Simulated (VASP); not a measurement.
# Mo (Im-3m) in VASP: notebook

Mo is run at these levels: PBE; tasks: single point.

Program: VASP 6.6.1. These are calculated values, not measurements. Logs are shortened: lines on timing, memory, paths and dates and some standing lists are left out, and cuts for length are marked.

**1. The cell of the first run**

Symmetry: Im-3m, No. 229, cubic system. Conventional cell: a = 3.083 Å, b = 3.083 Å, c = 3.083 Å, α = 90.00°, β = 90.00°, γ = 90.00°. Mo (site symmetry m-3m) has 14 Mo at 2.67 to 3.08 Å within 3.5 Å.

**2. Single point, PBE**

File INCAR:

```
SYSTEM = Mo
  PREC = Accurate
  ENCUT = 500
  EDIFF = 1E-6
  ISMEAR = 0
  SIGMA = 0.05
  LREAL = .FALSE.
  LASPH = .TRUE.
  NELM = 120
  ALGO = Normal
  ISIF = 2
  LWAVE = .FALSE.
  LCHARG = .FALSE.
  GGA = PE
  NBANDS = 13
  GGA_COMPAT = .FALSE.
```

File KPOINTS:

```
regular mesh
0
G
  13 13 13
  0 0 0
```

File POSCAR:

```
Mo
1.0
   -1.5412954772      1.5412954772      1.5412954772
    1.5412954772     -1.5412954772      1.5412954772
    1.5412954772      1.5412954772     -1.5412954772
Mo
1
Direct
    0.0000000000      0.0000000000      0.0000000000
```

Potentials or basis: VASP PAW PBE potentials, release 64 (Mo_sv).

Started as:

```console
> cat potpaw_PBE.64/Mo_sv/POTCAR > POTCAR
> mpirun -np 1 vasp_std > vasp.out
```

OUTCAR:

```text
SYSTEM = Mo
   PREC = Accurate
   ENCUT = 500
   EDIFF = 1E-6
   ISMEAR = 0
   LREAL = .FALSE.
   LASPH = .TRUE.
   NELM = 120
   ISIF = 2
   GGA = PE

 ion  position               nearest neighbor table
   1  0.000  0.000  0.000-

  LATTYP: Found a body centered cubic cell.
 ALAT       =     3.0825909544

  Lattice vectors:

 A1 = (  -1.5412954772,   1.5412954772,   1.5412954772)
 A2 = (   1.5412954772,  -1.5412954772,   1.5412954772)
 A3 = (   1.5412954772,   1.5412954772,  -1.5412954772)

Analysis of symmetry for initial positions (statically):
=====================================================================
 Subroutine PRICEL returns:
 Original cell was already a primitive cell.

 Routine SETGRP: Setting up the symmetry group for a
 body centered cubic supercell.

 Subroutine GETGRP returns: Found 48 space group operations
 (whereof 48 operations were pure point group operations)
 out of a pool of 48 trial point group operations.

The static configuration has the point symmetry O_h .

Analysis of symmetry for dynamics (positions and initial velocities):
=====================================================================
 Subroutine PRICEL returns:
 Original cell was already a primitive cell.

 Routine SETGRP: Setting up the symmetry group for a
 body centered cubic supercell.

 Subroutine GETGRP returns: Found 48 space group operations
 (whereof 48 operations were pure point group operations)
 out of a pool of 48 trial point group operations.

The dynamic configuration has the point symmetry O_h .

 Subroutine INISYM returns: Found 48 space group operations
 (whereof 48 operations are pure point group operations),
 and found     1 'primitive' translations

----------------------------------------------------------------------------------------

                                     Primitive cell

  volume of cell :      14.6460

  direct lattice vectors                    reciprocal lattice vectors
    -1.541295477  1.541295477  1.541295477     0.000000000  0.324402431  0.324402431
     1.541295477 -1.541295477  1.541295477     0.324402431  0.000000000  0.324402431
     1.541295477  1.541295477 -1.541295477     0.324402431  0.324402431  0.000000000

  length of vectors
     2.669602076  2.669602076  2.669602076     0.458774318  0.458774318  0.458774318

  position of ions in fractional coordinates (direct lattice)
     0.000000000  0.000000000  0.000000000

  ion indices of the primitive-cell ions
   primitive index   ion index
                 1           1

----------------------------------------------------------------------------------------

 KPOINTS: regular mesh

Automatic generation of k-mesh.
 Grid dimensions read from file:
 generate k-points for:   13   13   13

 Generating k-lattice:

  Cartesian coordinates                     Fractional coordinates (reciprocal lattice)
     0.000000000  0.024954033  0.024954033     0.076923077  0.000000000  0.000000000
     0.024954033  0.000000000  0.024954033     0.000000000  0.076923077  0.000000000
     0.024954033  0.024954033  0.000000000     0.000000000  0.000000000  0.076923077

  Length of vectors
     0.035290332  0.035290332  0.035290332

  Shift w.r.t. Gamma in fractional coordinates (k-lattice)
     0.000000000  0.000000000  0.000000000

 Subroutine IBZKPT returns following result:
 ===========================================

 Found     84 irreducible k-points:

 Following reciprocal coordinates:
            Coordinates               Weight
  0.000000  0.000000  0.000000      1.000000
  0.076923  0.000000  0.000000     12.000000
  0.153846  0.000000  0.000000     12.000000
  0.230769  0.000000  0.000000     12.000000
  0.307692  0.000000  0.000000     12.000000
  0.384615  0.000000  0.000000     12.000000
[... 16 lines left out ...]
  0.153846  0.076923  0.076923     24.000000
  0.230769  0.076923  0.076923     24.000000
 [... further k-points ...]
   k-points           NKPTS =     84   k-points in BZ     NKDIM =     84   number of bands    NBANDS=     13
   number of dos      NEDOS =    301   number of ions     NIONS =      1
   total plane-waves  NPLWV =   8000
   dimension x,y,z NGX =    20 NGY =   20 NGZ =   20
   dimension x,y,z NGXF=    40 NGYF=   40 NGZF=   40
   ions per type =               1
   NGX,Y,Z   is equivalent  to a cutoff of  12.45, 12.45, 12.45 a.u.
   NGXF,Y,Z  is equivalent  to a cutoff of  24.91, 24.91, 24.91 a.u.
 SYSTEM =  Mo
   PREC   = accura    normal or accurate (medium, high low for compatibility)
   ISTART =      0    job   : 0-new  1-cont  2-samecut
   ICHARG =      2    charge: 1-file 2-atom 10-const
   ISPIN  =      1    spin polarized calculation?
   LNONCOLLINEAR =      F non collinear calculations
   LSORBIT =      F    spin-orbit coupling
   LASPH  =      T    aspherical Exc in radial PAW
   ENCUT  =  500.0 eV  36.75 Ry    6.06 a.u.   4.87  4.87  4.87*2*pi/ulx,y,z
   NELM   =    120;   NELMIN=  2; NELMDL= -5     # of ELM steps
   EDIFF  = 0.1E-05   stopping-criterion for ELM
   LREAL  =      F    real-space projection
[... 7 lines left out ...]
   TEBEG  =    0.0;   TEEND  =   0.0 temperature during run
   PSTRESS=    0.0 pullay stress
   NELECT =      14.0000    total number of electrons
   NUPDOWN=      -1.0000    fix difference up-down
   EMIN   =  10.00;   EMAX   =-10.00  energy-range for DOS
   EFERMI =   0.00;   METHOD = LEGACY
   ISMEAR =     0;   SIGMA  =   0.05  broadening in eV -4-tet -1-fermi 0-gaus
   EFERMI_NEDOS =   21; number of points for ismear=-14 and -15
   IALGO  =     38    algorithm
   IMIX   =      4    mixing-type and parameters
     AMIX     =   0.40;   BMIX     =  1.00
     AMIX_MAG =   1.60;   BMIX_MAG =  1.00
  volume/ion in A,a.u.               =      14.65        98.84
  Fermi-wavevector in a.u.,A,eV,Ry     =   1.612668  3.047500 35.384641  2.600698
  Thomas-Fermi vector in A             =   2.707861
   LORBIT       =      0    0 simple, 1 ext, 2 COOP (PROOUT), +10 PAW based schemes
   GGA     = PE    functional components
   LHFCALC =     F    Hartree Fock is set to
   AEXX    =    0.0000 exact exchange contribution
   IVDW    =     0    specifies the selected vdW correction
   LEPSILON=     F    determine dielectric tensor
   LRPA    =     F    only Hartree local field effects (RPA)
 non-spin polarized calculation
 Gauss-broadening in eV      SIGMA  =   0.05
  energy-cutoff  :      500.00
  volume of cell :       14.65
 maximum number of plane-waves:       382
   NGX =  9   NGY =  9   NGZ =  9

 number of electron      13.9999997 magnetization

 Free energy of the ion-electron system (eV)
  ---------------------------------------------------
  ext. energy  EPLUGINS =         0.00000000
  ---------------------------------------------------
  free energy    TOTEN  =       -10.85884459 eV

  energy without entropy =      -10.85732898  energy(sigma->0) =      -10.85808679

 E-fermi :  13.8191     XC(G=0): -13.7617

 val. band max:       13.8062279695   @ k =  -0.2308   0.3077   0.0769
 cond. band min:      13.8400399336   @ k =  -0.3846   0.3846   0.2308
 fundamental gap:      0.0338119641
 Fermi energy:        13.8190657031

 k-point     1 :       0.0000    0.0000    0.0000
  band No.  band energies     occupation
      1     -47.6275      2.00000
      2     -20.7264      2.00000
      3     -20.7264      2.00000
      4     -20.7264      2.00000
      5       6.2344      2.00000
      6      12.1741      2.00000
      7      12.1741      2.00000
      8      12.1741      2.00000
      9      15.4507      0.00000
     10      15.4507      0.00000
     11      28.5922      0.00000
     12      28.5922      0.00000
     13      28.5922      0.00000

 k-point     2 :       0.0769    0.0000    0.0000
  band No.  band energies     occupation
      1     -47.6084      2.00000
      2     -20.8325      2.00000
      3     -20.7586      2.00000
      4     -20.7273      2.00000
      5       6.5146      2.00000
      6      12.0120      2.00000
      7      12.1443      2.00000
      8      12.4420      2.00000
      9      15.2139      0.00000
     10      15.4539      0.00000
     11      28.8087      0.00000
     12      29.0680      0.00000
     13      29.1829      0.00000

 k-point     3 :       0.1538    0.0000    0.0000
  band No.  band energies     occupation
      1     -47.5550      2.00000
      2     -21.1207      2.00000
      3     -20.8472      2.00000
      4     -20.7300      2.00000
      5       7.2596      2.00000
      6      11.5923      2.00000
      7      12.0093      2.00000
      8      13.2240      2.00000
      9      14.8467      0.00000
     10      15.4849      0.00000
     11      29.2059      0.00000
     12      30.4123      0.00000
     13      30.4206      0.00000
[... 305 lines left out ...]
 k-point    23 :       0.1538    0.0769    0.0769
  band No.  band energies     occupation
      1     -47.4543      2.00000
      2     -21.6406      2.00000
      3     -20.9350      2.00000
      4     -20.8139      2.00000
      5       8.6039      2.00000
      6      10.9052      2.00000
      7      11.1735      2.00000
      8      15.0705      0.00000
      9      15.5174      0.00000
     10      15.6040      0.00000
     11      29.7032      0.00000
     12      30.5797      0.00000
     13      31.2846      0.00000

 k-point    24 :       0.2308    0.0769    0.0769
  band No.  band energies     occupation
      1     -47.3800      2.00000
      2     -21.9532      2.00000
      3     -21.1007      2.00000
      4     -20.8263      2.00000
      5       8.9697      2.00000
      6      10.4559      2.00000
      7      11.6952      2.00000
      8      15.2383      0.00000
      9      15.8091      0.00000
     10      17.3447      0.00000
     11      28.4161      0.00000
     12      29.3667      0.00000
     13      33.2582      0.00000

 [... further k-points ...]
[... 5 lines left out ...]
  --------------------------------------------------------------------------------------
  -------------------------------------------------------------------------------------
  Total        2.1203870      2.1203870      2.1203870     -0.0000000      0.0000000     -0.0000000
  in kB      231.9572801    231.9572801    231.9572801     -0.0000000      0.0000000     -0.0000000
  external PRESSURE =     231.9572801 kB  Pullay stress =       0.0000000 kB

 VOLUME and BASIS-vectors are now :
 -----------------------------------------------------------------------------
  energy-cutoff  :      500.00
  volume of cell :       14.65
      direct lattice vectors                 reciprocal lattice vectors
    -1.541295477  1.541295477  1.541295477     0.000000000  0.324402431  0.324402431
     1.541295477 -1.541295477  1.541295477     0.324402431  0.000000000  0.324402431
     1.541295477  1.541295477 -1.541295477     0.324402431  0.324402431  0.000000000

 POSITION                                       TOTAL-FORCE (eV/Angst)
 -----------------------------------------------------------------------------------
      0.00000      0.00000      0.00000         0.000000     -0.000000     -0.000000
 -----------------------------------------------------------------------------------
    total drift:                                0.000000      0.000000      0.000000

  FREE ENERGIE OF THE ION-ELECTRON SYSTEM (eV)
  ---------------------------------------------------
  free  energy   TOTEN  =       -10.8588445921 eV

  energy  without entropy=      -10.8573289819  energy(sigma->0) =      -10.85808679
```

Run time: 8.7 s. Hardware: 1 thread of Intel Xeon Platinum 8375C at 2.90GHz (Ice Lake), shared host; peak memory 0.13 GiB.

Results:

```yaml
Free_energy: -10.8588 eV
Pressure: 23.2 GPa
Band_gap_on_the_k_mesh: zero (band 7 reaches 17.61 eV, above the bottom of band 8 at 12.17 eV)
```

Levels at points of the mesh, in eV from the Fermi level:
```csv
k point,band 4,band 5,band 6,band 7,band 8,band 9,band 10,band 11
"(0.00, 0.00, 0.00)",-34.55,-7.58,-1.64,-1.64,-1.64,1.63,1.63,14.77
```

**3. Single point, PBE**

This run uses another cell than the first one, of 15.11 Å³/atom, 1.032 times its volume.

File INCAR:

```
SYSTEM = Mo
ALGO = Normal
EDIFF = 1E-6
ENCUT = 500
GGA = PE
GGA_COMPAT = .FALSE.
ISIF = 2
ISMEAR = 0
LASPH = .TRUE.
LCHARG = .FALSE.
LREAL = .FALSE.
LWAVE = .FALSE.
NBANDS = 13
NELM = 120
PREC = Accurate
SIGMA = 0.05
```

File KPOINTS:

```
k-points
0
G
  13 13 13
  0 0 0
```

File POSCAR:

```
Mo
1.0
   -1.5575208325      1.5575208325      1.5575208325
    1.5575208325     -1.5575208325      1.5575208325
    1.5575208325      1.5575208325     -1.5575208325
Mo
1
Direct
    0.0000000000      0.0000000000      0.0000000000
```

Potentials or basis: VASP PAW PBE potentials, release 64 (Mo_sv).

Started as:

```console
> cat potpaw_PBE.64/Mo_sv/POTCAR > POTCAR
> mpirun -np 1 vasp_std > vasp.out
```

Wall time 8.2 s (1 thread of Intel Xeon Platinum 8375C at 2.90GHz (Ice Lake), shared host); peak memory 0.13 GiB.

It converged, with:

| Quantity | Value |
| --- | --- |
| Free energy | -10.9108 eV |
| Pressure | 12.6 GPa |
| Band gap on the k mesh | zero (band 7 reaches 16.92 eV, above the bottom of band 8 at 11.72 eV) |

Levels at points of the mesh, in eV from the Fermi level:
```csv
k point,band 3,band 4,band 5,band 6,band 7,band 8,band 9,band 10,band 11,band 12
"(0.00, 0.00, 0.00)",-34.62,-34.62,-7.50,-1.58,-1.58,-1.58,1.57,1.57,14.73,14.73
```

(Continued in part 2 of 3.)
